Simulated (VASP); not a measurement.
Input of a VASP 6.6.1 run:

INCAR

```
SYSTEM = HF
  PREC = Accurate
  ENCUT = 520
  EDIFF = 1E-6
  ISMEAR = -1
  SIGMA = 0.02
  LREAL = Auto
  LASPH = .TRUE.
  NELM = 60
  ALGO = Normal
  ISIF = 2
  LWAVE = .FALSE.
  LCHARG = .TRUE.
  GGA = PE
  IVDW = 12
  LELF = .TRUE.
  LVHAR = .TRUE.
  NBANDS = 66
```

Contents of KPOINTS:

```
regular mesh
0
G
  1 1 1
  0 0 0
```

Contents of POSCAR:

```
HF
1.0
    7.4168600000      0.0000000000      0.0000000000
    0.0000000000      7.4168600000      0.0000000000
    0.0000000000      0.0000000000      7.4168600000
F H
12 12
Direct
    0.2530450892      0.0085480918      0.5643897822
    0.3442292291      0.4437187705      0.4368155796
    0.7735618577      0.3345350998      0.9147941312
    0.2523305010      0.8565349757      0.8889745795
    0.7546994281      0.6400687083      0.0719576748
    0.0953503235      0.6383024622      0.5565023474
    0.4200969143      0.5467138385      0.9599884587
    0.7281922539      0.1138487177      0.4156206265
    0.4616643701      0.2029699900      0.8952980102
    0.5681245163      0.6756902517      0.3309486764
   -0.0061211888      0.9479752887      0.2892463927
    0.3920796671      0.1591509075      0.2537327117
    0.1562790723     -0.0409742128      0.4863648498
    0.4393368622      0.5192493859      0.3930773939
    0.6730071755      0.2632515647      0.9096302209
    0.2237200109      0.9155761333      0.7862761330
    0.7582454030      0.5146113045      0.0158827320
    0.1697214185      0.5486418781      0.5148539948
    0.3593973730      0.6468910024      0.9034685837
    0.6049460284      0.0957143589      0.3833293334
    0.4142723471      0.1692495207      1.0106163525
    0.6473763830      0.6628141828      0.2197291037
   -0.1175834518      0.9905269885      0.3387012833
    0.3305307098      0.2625774249      0.3079200632
```

Potentials or basis: VASP PAW PBE potentials, release 64 (F, H).

Command:

```bash
$ cat potpaw_PBE.64/F/POTCAR potpaw_PBE.64/H/POTCAR > POTCAR
$ mpirun -np 1 vasp_gam > vasp.out
```

(1) Estimate the pressure.

(2) Predict the largest force.

(3) What does it give for the dispersion energy per atom?

## Answers

(1) 0.1 GPa.

(2) 3.175 eV/Å.

(3) -0.019 eV.

Caveat: the k points lie up to 0.85 Å⁻¹ apart.
